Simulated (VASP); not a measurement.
# MgS (F-43m) in VASP: further runs, part 2 of 2

VASP 6.6.1.

## (4) Elastic constants, PBE

Contents of INCAR:

```
SYSTEM = MgS
ALGO = Normal
EDIFF = 1E-8
ENCUT = 600
GGA = PE
IBRION = 6
ISIF = 3
ISMEAR = 0
LASPH = .True.
LCHARG = .False.
LREAL = .False.
LWAVE = .False.
NELM = 100
NFREE = 2
NSW = 1
POTIM = 0.015
PREC = Accurate
SIGMA = 0.01
```

Contents of KPOINTS:

```
k-points
0
Gamma
  8 8 8
  0 0 0
```

Contents of POSCAR:

```
MgS
1.0
    0.0000000000      2.8486070147      2.8486070147
    2.8486070147      0.0000000000      2.8486070147
    2.8486070147      2.8486070147      0.0000000000
Mg S
1 1
Direct
    0.0000000000      0.0000000000      0.0000000000
    0.2500000000      0.2500000000      0.2500000000
```

Potentials or basis: VASP PAW PBE potentials, release 64 (Mg, S).

Run with:

```console
$ cat potpaw_PBE.64/Mg/POTCAR potpaw_PBE.64/S/POTCAR > POTCAR
$ mpirun -np 1 vasp_std > vasp.out
```

OUTCAR:

```text
SYSTEM = MgS
   EDIFF = 1E-8
   ENCUT = 600
   GGA = PE
   IBRION = 6
   ISIF = 3
   ISMEAR = 0
   LASPH = .True.
   LREAL = .False.
   NELM = 100
   NFREE = 2
   NSW = 1
   POTIM = 0.015
   PREC = Accurate

 ion  position               nearest neighbor table
   1  0.000  0.000  0.000-   2 2.47   2 2.47   2 2.47   2 2.47
   2  0.250  0.250  0.250-   1 2.47   1 2.47   1 2.47   1 2.47

  LATTYP: Found a face centered cubic cell.
 ALAT       =     5.6972140294

  Lattice vectors:

 A1 = (   0.0000000000,   2.8486070147,   2.8486070147)
 A2 = (   2.8486070147,   0.0000000000,   2.8486070147)
 A3 = (   2.8486070147,   2.8486070147,   0.0000000000)

Analysis of symmetry for initial positions (statically):
=====================================================================
 Subroutine PRICEL returns:
 Original cell was already a primitive cell.

 Routine SETGRP: Setting up the symmetry group for a
 face centered cubic supercell.

 Subroutine GETGRP returns: Found 24 space group operations
 (whereof 24 operations were pure point group operations)
 out of a pool of 48 trial point group operations.

The static configuration has the point symmetry T_d .

Analysis of symmetry for dynamics (positions and initial velocities):
[... 630 lines left out ...]
  -------------------------------------------------------------------------------------
  Total       -0.0357501     -0.0336634     -0.0336634      0.0000000      0.0831742      0.0000000
  in kB       -1.2389700     -1.1666523     -1.1666523      0.0000000      2.8825162      0.0000000
  external PRESSURE =      -1.1907582 kB  Pullay stress =       0.0000000 kB
[... 17 lines left out ...]
  FREE ENERGIE OF THE ION-ELECTRON SYSTEM (eV)
  ---------------------------------------------------
  free  energy   TOTEN  =        -8.4726528712 eV

  energy  without entropy=       -8.4726528712  energy(sigma->0) =       -8.47265287

 INTERNAL STRAIN TENSORS FROM STRAINED CELLS
 ============================================

 INTERNAL STRAIN TENSOR FOR ION    1 for displacements in x,y,z  (eV/Angst):
          X           Y           Z          XY          YZ          ZX
  --------------------------------------------------------------------------------
  x    -0.00000     0.00000     0.00000    -0.00000     5.54453     0.00000
  y    -0.00000     0.00000     0.00000    -0.00000    -0.00000     5.54465
  z     0.00000     0.00000     0.00000     5.54486    -0.00000     0.00000

 INTERNAL STRAIN TENSORS FROM DISPLACED ATOMS
 ============================================

 INTERNAL STRAIN TENSOR FOR ION    1 for displacements in x,y,z  (eV/Angst):
          X           Y           Z          XY          YZ          ZX
  --------------------------------------------------------------------------------
  x     0.00000    -0.00000    -0.00000     0.00000     5.54013     0.00000
  y     0.00000     0.00000     0.00000     0.00000     0.00000     5.54013
  z     0.00000     0.00000     0.00000     5.54013     0.00000     0.00000

 INTERNAL STRAIN TENSOR FOR ION    2 for displacements in x,y,z  (eV/Angst):
          X           Y           Z          XY          YZ          ZX
  --------------------------------------------------------------------------------
  x     0.00000     0.00000     0.00000     0.00000    -5.54179     0.00000
  y    -0.00000     0.00000    -0.00000     0.00000     0.00000    -5.54179
  z     0.00000     0.00000     0.00000    -5.54179     0.00000     0.00000

 Eigenvectors and eigenvalues of the dynamical matrix
 ----------------------------------------------------

   1 f  =    9.678108 THz    60.809346 2PiTHz  322.826935 cm-1    40.025421 meV
             X         Y         Z           dx          dy          dz
      0.000000  0.000000  0.000000    -0.430176    0.619270    0.000000
      1.424304  1.424304  1.424304     0.374740   -0.539466   -0.000000
[... 21 lines left out ...]
   6 f/i=    0.002854 THz     0.017931 2PiTHz    0.095192 cm-1     0.011802 meV
             X         Y         Z           dx          dy          dz
      0.000000  0.000000  0.000000     0.646581   -0.115701    0.000356
      1.424304  1.424304  1.424304     0.742230   -0.132817    0.000409

--------------------------------------------------------------------------------------------------------

 ELASTIC MODULI CONTR FROM IONIC RELAXATION (kBar)
 Direction    XX          YY          ZZ          XY          YZ          ZX
 --------------------------------------------------------------------------------
 XX          -0.0000     -0.0000     -0.0000      0.0000      0.0000     -0.0000
 YY          -0.0000     -0.0000     -0.0000      0.0000      0.0000      0.0000
 ZZ          -0.0000     -0.0000     -0.0000      0.0000      0.0000     -0.0000
 XY           0.0000      0.0000      0.0000   -200.7951      0.0000      0.0000
 YZ           0.0000      0.0000      0.0000      0.0000   -200.7951      0.0000
 ZX          -0.0000      0.0000     -0.0000      0.0000      0.0000   -200.7951
 --------------------------------------------------------------------------------

 TOTAL ELASTIC MODULI (kBar)
 Direction    XX          YY          ZZ          XY          YZ          ZX
 --------------------------------------------------------------------------------
 XX         700.7524    481.4969    481.4969      0.0000      0.0000      0.0000
 YY         481.4969    700.7524    481.4969     -0.0000      0.0000     -0.0000
 ZZ         481.4969    481.4969    700.7524     -0.0000      0.0000      0.0000
 XY           0.0000     -0.0000     -0.0000    299.4850      0.0000      0.0000
 YZ           0.0000      0.0000      0.0000      0.0000    299.4850      0.0000
 ZX           0.0000     -0.0000      0.0000      0.0000      0.0000    299.4850
 --------------------------------------------------------------------------------
```

It took 3 min on 1 thread of Intel Xeon 6975P-C (Granite Rapids), shared host; peak memory 0.29 GiB.

What came out:

| Property | Result |
| --- | --- |
| Elastic constants C11, C12, C44 | 70, 48, 30 GPa |
| Voigt bulk modulus | 55 GPa |
| Highest phonon frequency at Γ, LO-TO splitting left out | 323 cm⁻¹ |

Phonon frequencies in cm⁻¹ (negative: imaginary):
```tsv
q point	frequencies
(0.000, 0.000, 0.000)	0 0 0 323 323 323
```

Elastic tensor in Voigt notation (GPa, in the Cartesian axes of the cell as first typed):
```
70 48 48  0  0  0
48 70 48  0  0  0
48 48 70  0  0  0
 0  0  0 30  0  0
 0  0  0  0 30  0
 0  0  0  0  0 30
```

Clamped-ion elastic tensor (GPa):
```
70 48 48  0  0  0
48 70 48  0  0  0
48 48 70  0  0  0
 0  0  0 50  0  0
 0  0  0  0 50  0
 0  0  0  0  0 50
```
